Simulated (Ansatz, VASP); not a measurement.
**KP5: VASP beside Ansatz**

```
K P
1.0
     6.36520    0.00000    0.00000
    -3.18260    5.51242    0.00000
     0.00000    0.00000    6.48349
K P
2 10
Direct
  0.00000 0.00000 0.00000
  0.00000 0.00000 0.50000
  0.50000 0.00000 0.25000
  0.50000 0.00000 0.75000
  0.50000 0.50000 0.25000
  0.50000 0.50000 0.75000
  0.00000 0.50000 0.25000
  0.00000 0.50000 0.75000
  0.33333 0.66667 0.00000
  0.33333 0.66667 0.50000
  0.66667 0.33333 0.00000
  0.66667 0.33333 0.50000
```

Alike in both runs: task single point; functional PBE; k mesh 6 × 6 × 4; occupations gaussian, width 0.2 eV; no spin polarisation.

```csv
,VASP,Ansatz
version,VASP 6.6.1,Ansatz 0.2.0
potentials or method,"VASP PAW PBE potentials, release 64 (K_sv, P), cutoff 520 eV","scalar-relativistic, plane waves, PAW"
valence electrons in the cell,68,68
```

```tsv
	VASP	Ansatz	Ansatz less VASP
gap on the k mesh at the Fermi level (eV)	none	none	-
pressure (GPa)	0.0	0.1	+0.11
traceless stress, the component that is largest in VASP (GPa)	-0.99	-0.94	+0.051
```

A gap of «none» marks a metal or a gap that the smearing closes.
